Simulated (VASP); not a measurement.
# Au3C in VASP: notebook, part 2 of 2

VASP 6.6.1. The steps go on from the part before.

## Step 4: Single point, PBE

INCAR reads:

```
PREC = Accurate ; ENCUT = 520
EDIFF = 1E-6 ; ISMEAR = 0
SIGMA = 0.1 ; LREAL = False
LASPH = True ; NELM = 80
ALGO = Normal ; ISIF = 2
LWAVE = False ; LCHARG = False
LDIPOL = True ; IDIPOL = 3
DIPOL = 0.5 0.5 0.336 ; GGA = PE
NBANDS = 26
```

KPOINTS reads:

```
regular mesh
0
Gamma
  9 9 1
```

POSCAR reads:

```
Au3C
1.0
    2.9402049748      0.0000000000      0.0000000000
   -1.4701024874      2.5462922005      0.0000000000
    0.0000000000      0.0000000000     21.8974947720
Au C
3 1
Direct
    0.6666666667      0.3333333333      0.1826692981
    0.3333333333      0.6666666667      0.2945190844
    0.0000000000      0.0000000000      0.4063247812
    0.6666666667     -0.6666666667      0.4606688974
```

Potentials or basis: VASP PAW PBE potentials, release 64 (Au, C).

Run with:

```sh
$ cat potpaw_PBE.64/Au/POTCAR potpaw_PBE.64/C/POTCAR > POTCAR
$ mpirun -np 1 vasp_std > vasp.out
```

OUTCAR:

```text
PREC = Accurate
   ENCUT = 520
   EDIFF = 1E-6
   ISMEAR = 0
   LREAL = False
   LASPH = True
   NELM = 80
   ISIF = 2
   GGA = PE

 ion  position               nearest neighbor table
   1  0.667  0.333  0.183-   2 2.98   2 2.98   2 2.98
   2  0.333  0.667  0.295-   3 2.98   3 2.98   3 2.98   1 2.98   1 2.98   1 2.98
   3  0.000  0.000  0.406-   4 2.07   4 2.07   4 2.07   2 2.98   2 2.98   2 2.98
   4  0.667  0.333  0.461-   3 2.07   3 2.07   3 2.07

  LATTYP: Found a hexagonal cell.
 ALAT       =     2.9402049748
 C/A-ratio  =     7.4476082313

  Lattice vectors:

[... 536 lines left out ...]
  -------------------------------------------------------------------------------------
  Total        2.8301047      2.8301047      0.4061733      0.0000000     -0.0000000      0.0000000
  in kB       27.6587661     27.6587661      3.9695536      0.0000000     -0.0000000      0.0000000
  external PRESSURE =      19.7623619 kB  Pullay stress =       0.0000000 kB

 VOLUME and BASIS-vectors are now :
 -----------------------------------------------------------------------------
  energy-cutoff  :      520.00
  volume of cell :      163.94
      direct lattice vectors                 reciprocal lattice vectors
     2.940204975  0.000000000  0.000000000     0.340112342  0.196363952  0.000000000
    -1.470102487  2.546292200  0.000000000     0.000000000  0.392727904  0.000000000
     0.000000000  0.000000000 21.897494772     0.000000000  0.000000000  0.045667325

 POSITION                                       TOTAL-FORCE (eV/Angst)
 -----------------------------------------------------------------------------------
      1.47010      0.84876      4.00000         0.000000     -0.000000     -0.077886
     -0.00000      1.69753      6.44923        -0.000000      0.000000      0.141804
      0.00000      0.00000      8.89749        -0.000000      0.000000     -0.410490
      1.47010      0.84876     10.08749        -0.000000     -0.000000      0.346571
 -----------------------------------------------------------------------------------
    total drift:                               -0.000000     -0.000000     -0.001035

  FREE ENERGIE OF THE ION-ELECTRON SYSTEM (eV)
  ---------------------------------------------------
  free  energy   TOTEN  =       -13.8576726882 eV

  energy  without entropy=      -13.8391013903  energy(sigma->0) =      -13.84838704

 vacuum level on the upper side and lower side of the slab         5.976         4.660
```

stdout:

```text
POSCAR found type information on POSCAR AuC
 POSCAR found :  2 types and       4 ions
 scaLAPACK will be used
 LDA part: xc-table for (Slater+PW92), standard interpolation
 POSCAR, INCAR and KPOINTS ok, starting setup
 FFT: planning ... GRIDC
 FFT: planning ... GRID_SOFT
 FFT: planning ... GRID
 WAVECAR not read
 entering main loop
```

Wall time 54 s (1 thread of Intel Xeon 6975P-C (Granite Rapids), shared host); peak memory 0.3 GiB.

What came out:

```yaml
Free_energy: -13.8577 eV
Largest_force: 0.410 eV/Å
```

Forces in eV/Å, atoms in the order of the input:
```
Au   0.000  0.000 -0.078
Au   0.000  0.000  0.142
Au   0.000  0.000 -0.410
C    0.000  0.000  0.347
```

Levels at points of the mesh, in eV from the Fermi level:
```
           k point  band 14  band 15  band 16  band 17  band 18  band 19  band 20  band 21  band 22  band 23
(0.00, 0.00, 0.00)    -3.63    -2.61    -2.61    -1.92    -1.92    -0.71     0.69     3.40     3.40     4.77
```

Caveat: spin-orbit coupling is left out, which moves the levels of the heavy elements.

## Step 5: Single point, PBE

INCAR reads:

```
SYSTEM = Au3C
PREC     = Accurate       ! precision mode
ENCUT    = 520            ! plane-wave cutoff, eV
EDIFF    = 1E-6           ! SCF threshold, eV
ISMEAR   = 0              ! smearing method
SIGMA    = 0.1            ! smearing width, eV
LREAL    = .False.        ! projectors in reciprocal space
LASPH    = .True.         ! aspherical terms in the spheres
NELM     = 100            ! most SCF steps
ALGO     = Normal         ! electronic algorithm
ISIF     = 2              ! what is computed and relaxed
LWAVE    = .False.        ! write WAVECAR
LCHARG   = .False.        ! write CHGCAR
LDIPOL   = .True.       
IDIPOL   = 3            
DIPOL    = 0.5 0.5 0.344
GGA      = PE             ! functional
NBANDS   = 26             ! bands
```

KPOINTS reads:

```
Automatic mesh
0
Gamma
  9 9 1
  0 0 0
```

POSCAR, as its differences from that of step 4:

```diff
@@ -11,2 +11,2 @@
     0.0000000000      0.0000000000      0.4063247812
-    0.6666666667     -0.6666666667      0.4606688974
+    0.6666666667     -0.6666666667      0.4935493710
```

Potentials or basis: VASP PAW PBE potentials, release 64 (Au, C).

Run with:

```sh
$ cat potpaw_PBE.64/Au/POTCAR potpaw_PBE.64/C/POTCAR > POTCAR
$ mpirun -np 1 vasp_std > vasp.out
```

OUTCAR:

```text
SYSTEM = Au3C
   PREC = Accurate
   ENCUT = 520
   EDIFF = 1E-6
   ISMEAR = 0
   LREAL = .False.
   LASPH = .True.
   NELM = 100
   ISIF = 2
   GGA = PE

 ion  position               nearest neighbor table
   1  0.667  0.333  0.183-   2 2.98   2 2.98   2 2.98
   2  0.333  0.667  0.295-   3 2.98   3 2.98   3 2.98   1 2.98   1 2.98   1 2.98
   3  0.000  0.000  0.406-   4 2.56   4 2.56   4 2.56   2 2.98   2 2.98   2 2.98
   4  0.667  0.333  0.494-   3 2.56   3 2.56   3 2.56

  LATTYP: Found a hexagonal cell.
 ALAT       =     2.9402049748
 C/A-ratio  =     7.4476082313

  Lattice vectors:

 A1 = (   2.9402049748,   0.0000000000,   0.0000000000)
 A2 = (  -1.4701024874,   2.5462922005,   0.0000000000)
 A3 = (   0.0000000000,   0.0000000000,  21.8974947720)

Analysis of symmetry for initial positions (statically):
=====================================================================
 Subroutine PRICEL returns:
 Original cell was already a primitive cell.

 Routine SETGRP: Setting up the symmetry group for a
 hexagonal supercell.

 Subroutine GETGRP returns: Found  6 space group operations
 (whereof  6 operations were pure point group operations)
 out of a pool of 24 trial point group operations.

The static configuration has the point symmetry C_3v.

Analysis of symmetry for dynamics (positions and initial velocities):
=====================================================================
 Subroutine PRICEL returns:
 Original cell was already a primitive cell.

 Routine SETGRP: Setting up the symmetry group for a
 hexagonal supercell.

 Subroutine GETGRP returns: Found  6 space group operations
 (whereof  6 operations were pure point group operations)
 out of a pool of 24 trial point group operations.

The dynamic configuration has the point symmetry C_3v.

[... 111 lines left out ...]
  Fermi-wavevector in a.u.,A,eV,Ry     =   0.996740  1.883566 13.517266  0.993491
  Thomas-Fermi vector in A             =   2.128849
   LORBIT       =      0    0 simple, 1 ext, 2 COOP (PROOUT), +10 PAW based schemes
   GGA     = PE    functional components
   LHFCALC =     F    Hartree Fock is set to
   AEXX    =    0.0000 exact exchange contribution
   IVDW    =     0    specifies the selected vdW correction
   LEPSILON=     F    determine dielectric tensor
   LRPA    =     F    only Hartree local field effects (RPA)
 non-spin polarized calculation
 Gauss-broadening in eV      SIGMA  =   0.10
  energy-cutoff  :      520.00
  volume of cell :      163.94
 maximum number of plane-waves:      4481
 NGX is ok and might be reduce to    24
   NGX = 11   NGY = 11   NGZ = 81

 dipolmoment           0.000000      0.000000     -0.007665 electrons x Angstroem

 number of electron      36.9999996 magnetization

 dipolmoment           0.000000      0.000000      0.036535 electrons x Angstroem

 Free energy of the ion-electron system (eV)
  ---------------------------------------------------
  ext. energy  EPLUGINS =         0.00000000
  ---------------------------------------------------
  free energy    TOTEN  =       -12.90374121 eV

  energy without entropy =      -12.88658800  energy(sigma->0) =      -12.89516460

 E-fermi :  -0.4753     XC(G=0):  -5.5485

 val. band max:       -0.6391565473   @ k =   0.3333   0.1111   0.0000
 cond. band min:      -0.4674246183   @ k =   0.4444  -0.0000   0.0000
 fundamental gap:      0.1717319290
 Fermi energy:        -0.4753140798

 k-point     1 :       0.0000    0.0000    0.0000
  band No.  band energies     occupation
      1     -11.6177      2.00000
      2      -8.7032      2.00000
      3      -7.4117      2.00000
      4      -6.9907      2.00000
      5      -5.0018      2.00000
      6      -5.0018      2.00000
[... 337 lines left out ...]
     25       5.2581      0.00000
     26       7.3488      0.00000

------------------------ aborting loop because EDIFF is reached ----------------------------------------

 vacuum level on the upper side and lower side of the slab       (xc-potential included)         0.315        -0.597

  FORCE on cell =-STRESS in cart. coord.  units (eV):
  Direction    XX          YY          ZZ          XY          YZ          ZX
  --------------------------------------------------------------------------------------
  -------------------------------------------------------------------------------------
  Total       -3.6662495     -3.6662495     -4.1359057      0.0000000      0.0000000      0.0000000
  in kB      -35.8304545    -35.8304545    -40.4204297      0.0000000      0.0000000      0.0000000
  external PRESSURE =     -37.3604462 kB  Pullay stress =       0.0000000 kB

 VOLUME and BASIS-vectors are now :
 -----------------------------------------------------------------------------
  energy-cutoff  :      520.00
  volume of cell :      163.94
      direct lattice vectors                 reciprocal lattice vectors
     2.940204975  0.000000000  0.000000000     0.340112342  0.196363952  0.000000000
    -1.470102487  2.546292200  0.000000000     0.000000000  0.392727904  0.000000000
     0.000000000  0.000000000 21.897494772     0.000000000  0.000000000  0.045667325

 POSITION                                       TOTAL-FORCE (eV/Angst)
 -----------------------------------------------------------------------------------
      1.47010      0.84876      4.00000        -0.000000      0.000000      0.082973
     -0.00000      1.69753      6.44923         0.000000     -0.000000      0.105396
      0.00000      0.00000      8.89749         0.000000      0.000000      1.607157
      1.47010      0.84876     10.80749        -0.000000      0.000000     -1.795526
 -----------------------------------------------------------------------------------
    total drift:                               -0.000000      0.000000      0.000002

  FREE ENERGIE OF THE ION-ELECTRON SYSTEM (eV)
  ---------------------------------------------------
  free  energy   TOTEN  =       -12.9037412120 eV

  energy  without entropy=      -12.8865879959  energy(sigma->0) =      -12.89516460

 vacuum level on the upper side and lower side of the slab         5.645         4.702
```

stdout:

```text
POSCAR found type information on POSCAR AuC
 POSCAR found :  2 types and       4 ions
 scaLAPACK will be used
 LDA part: xc-table for (Slater+PW92), standard interpolation
 POSCAR, INCAR and KPOINTS ok, starting setup
 FFT: planning ... GRIDC
 FFT: planning ... GRID_SOFT
 FFT: planning ... GRID
 WAVECAR not read
 entering main loop
```

Run time: 35 s. Hardware: 1 thread of Intel Xeon 6975P-C (Granite Rapids), shared host; peak memory 0.3 GiB.

Results:

* Free energy: -12.9037 eV
* Largest force: 1.796 eV/Å

Forces in eV/Å, atoms in the order of the input:
```
Au   0.000  0.000  0.083
Au   0.000  0.000  0.105
Au   0.000  0.000  1.607
C    0.000  0.000 -1.796
```

Levels at points of the mesh, in eV from the Fermi level:
```tsv
k point	band 16	band 17	band 18	band 19	band 20	band 21	band 22	band 23
(0.00, 0.00, 0.00)	-2.62	-1.99	-1.94	-1.94	-0.24	2.51	2.51	3.92
```

Caveat: spin-orbit coupling is left out, which moves the levels of the heavy elements.
